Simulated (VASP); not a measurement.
Write the native input for VASP 6.6.1 that does the following.

- Task: relaxation of cell and atoms
- Functional: PBEsol
- Potentials or basis: VASP PAW PBE potentials, release 64 (Be)
- Cutoff: 600 eV
- k mesh: 24 × 24 × 24
- Occupations: gaussian, width 0.1 eV
- Spin: no spin polarisation
- Dipole correction: no
- Further INCAR settings: ALGO = Normal; EDIFF = 1e-06; IBRION = 2; EDIFFG = -0.01; NSW = 100; ISIF = 3

The structure of Be lies in POSCAR:

```
Be
1.0
    1.1262153997      0.6502207642      5.3442985853
   -1.1262153997      0.6502207642      5.3442985853
    0.0000000000     -1.3004415283      5.3442985853
Be
3
Direct
    0.0000000000      0.0000000000      0.0000000000
    0.2216288950      0.2216288950      0.2216288950
    0.7783711050      0.7783711050      0.7783711050
```

These files were run (other wordings do the same):

INCAR

```
SYSTEM = Be
PREC     = Accurate       ! precision mode
ENCUT    = 600            ! plane-wave cutoff, eV
EDIFF    = 1E-6           ! SCF threshold, eV
ISMEAR   = 0              ! smearing method
SIGMA    = 0.1            ! smearing width, eV
LREAL    = .False.        ! projectors in reciprocal space
LASPH    = .True.         ! aspherical terms in the spheres
NELM     = 100            ! most SCF steps
ALGO     = Normal         ! electronic algorithm
ISIF     = 3              ! what is computed and relaxed
LWAVE    = .False.        ! write WAVECAR
LCHARG   = .False.        ! write CHGCAR
GGA      = PS             ! functional
IBRION   = 2              ! ionic algorithm
NSW      = 100            ! ionic steps
EDIFFG   = -0.01          ! ionic threshold
```

KPOINTS

```
regular mesh
0
Gamma
  24 24 24
  0 0 0
```

Potentials or basis: VASP PAW PBE potentials, release 64 (Be).

Run with:

```console
$ cat potpaw_PBE.64/Be/POTCAR > POTCAR
$ mpirun -np 1 vasp_std > vasp.out
```

Results of the run:

```
Relaxed volume                         : 7.85 Å³/atom
Relaxed cell                           : a = 5.517 Å, b = 5.517 Å, c = 5.517 Å, α = 23.56°, β = 23.56°, γ = 23.56°
Space group after relaxing (to 0.05 Å) : R-3m (No. 166)
Energy gained by relaxing              : 0.1 meV/atom
Ionic steps                            : 2
Pressure after relaxing                : 0.0 GPa
Band gap on the k mesh                 : zero (band 3 reaches 8.03 eV, above the bottom of band 4 at 6.08 eV)
```

Caveat: the PAW data sets were made with another functional, which shifts forces and pressure a little.

Wall time 16 min on 1 thread of Intel(R) Xeon(R) Platinum 8259CL CPU @ 2.50GHz (Skylake/Cascade Lake), on a shared host, peak memory 0.51 GiB.
